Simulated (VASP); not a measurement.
Input of a VASP 6.6.1 run:

INCAR

```
SYSTEM = SnO2
PREC = Accurate
ENCUT = 910
EDIFF = 1E-6
ISMEAR = 0
SIGMA = 0.01
LREAL = .False.
LASPH = .True.
NELM = 120
ALGO = Normal
ISIF = 2
LWAVE = .False.
LCHARG = .False.
GGA = PS
NBANDS = 20
GGA_COMPAT = .False.
```

KPOINTS

```
regular mesh
0
Gamma
  6 6 6
  0 0 0
```

POSCAR

```
SnO2
1.0
    1.6170930800      0.9336291200      4.8005925800
   -1.6170930800      0.9336291200      4.8005925800
    0.0000000000     -1.8672582400      4.8005925800
Sn O
1 2
Direct
    0.5000000007      0.5000000007      0.5000000007
    0.2433539362      0.2309860643      0.2371700002
    0.7628300005      0.7628300005      0.7628300005
```

Potentials or basis: VASP PAW PBE potentials, release 64 (Sn_d, O_h).

Run with:

```console
$ cat potpaw_PBE.64/Sn_d/POTCAR potpaw_PBE.64/O_h/POTCAR > POTCAR
$ mpirun -np 1 vasp_std > vasp.out
```

Q: What does it give for the band gap on the k mesh?

A: 1.86 eV (least direct gap 1.98 eV).

Q: Predict the pressure.

A: -5.0 GPa.

Forces on the atoms (eV/Å):
```
Sn   0.127 -0.005 -0.005
O   -0.168  0.004 -0.338
O    0.041  0.001  0.343
```

Caveat: the cutoff is under 1.25 times the usual one of these potentials, so pressure, stress and relaxed cells hold a basis-set (Pulay) error; the cell stands under tension; the PAW data sets were made with another functional, which shifts forces and pressure a little; spin-orbit coupling is left out, which moves the levels of the heavy elements. A k mesh can miss the band edges.
